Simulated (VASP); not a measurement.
A run of VASP 6.6.1:

Contents of INCAR:

```
ALGO     = Normal         # electronic algorithm
EDIFF    = 1E-7           # SCF threshold, eV
EDIFFG   = -0.02          # ionic threshold
ENCUT    = 500            # plane-wave cutoff, eV
GGA      = PE             # functional
GGA_COMPAT= False        
IBRION   = 2              # ionic algorithm
ISIF     = 3              # what is computed and relaxed
ISMEAR   = 0              # smearing method
IVDW     = 12             # dispersion correction
LASPH    = True           # aspherical terms in the spheres
LCHARG   = False          # write CHGCAR
LREAL    = False          # projectors in reciprocal space
LWAVE    = False          # write WAVECAR
NELM     = 120            # most SCF steps
NELMIN   = 4            
NSW      = 70             # ionic steps
PREC     = Accurate       # precision mode
SIGMA    = 0.1            # smearing width, eV
```

File KPOINTS:

```
k-points
0
Gamma
  15 15 8
```

POSCAR

```
Te2Pt
1.0
    4.0469660000      0.0000000000      0.0000000000
   -2.0234830000      3.5047750000      0.0000000000
    0.0000000000      0.0000000000      5.4784390000
Te Pt
2 1
Direct
    0.6666670000      0.3333330000      0.7508610000
    0.3333330000      0.6666670000      0.2491390000
    0.0000000000      0.0000000000      0.0000000000
```

Potentials or basis: VASP PAW PBE potentials, release 64 (Te, Pt).

Launch:

```console
$ cat potpaw_PBE.64/Te/POTCAR potpaw_PBE.64/Pt/POTCAR > POTCAR
$ mpirun -np 1 vasp_std > vasp.out
```

Hardware: 1 thread of Intel(R) Xeon(R) Platinum 8488C (Sapphire Rapids) (shared host).

Task: How long does it take, and how much memory?

Result: Wall time 17 min on 1 thread of Intel(R) Xeon(R) Platinum 8488C (Sapphire Rapids) (shared host), peak memory 0.38 GiB. Counts: scf iterations 98, k points 192, ion steps 9.
